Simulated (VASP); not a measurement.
Here is a VASP 6.6.1 calculation.

The input INCAR:

```
SYSTEM = BN
PREC = Accurate
ENCUT = 520
EDIFF = 1E-6
ISMEAR = -1
SIGMA = 0.03
LREAL = .FALSE.
LASPH = .TRUE.
NELM = 100
ALGO = Normal
ISIF = 2
LWAVE = .FALSE.
LCHARG = .FALSE.
GGA = PS
NBANDS = 11
```

KPOINTS

```
Automatic mesh
0
G
  13 13 13
  0 0 0
```

Contents of POSCAR:

```
BN
1.0
    0.0000000000      1.7532750000      1.8075000000
    1.7532750000      0.0000000000      1.8075000000
    1.7532750000      1.7532750000      0.0000000000
B N
1 1
Direct
    0.0000000000      0.0000000000      0.0000000000
    0.7500000000      0.7500000000      0.7500000000
```

Potentials or basis: VASP PAW PBE potentials, release 64 (B, N).

Launch:

```sh
$ cat potpaw_PBE.64/B/POTCAR potpaw_PBE.64/N/POTCAR > POTCAR
$ mpirun -np 1 vasp_std > vasp.out
```

(1) Estimate the pressure.

(2) Predict the band gap on the k mesh.

Results:

(1) 23.4 GPa.

(2) 4.13 eV, indirect (least direct gap 8.87 eV).

Caveat: the cell differs from its parent crystal (equal xx and yy strain of -3 %); the PAW data sets were made with another functional, which shifts forces and pressure a little.
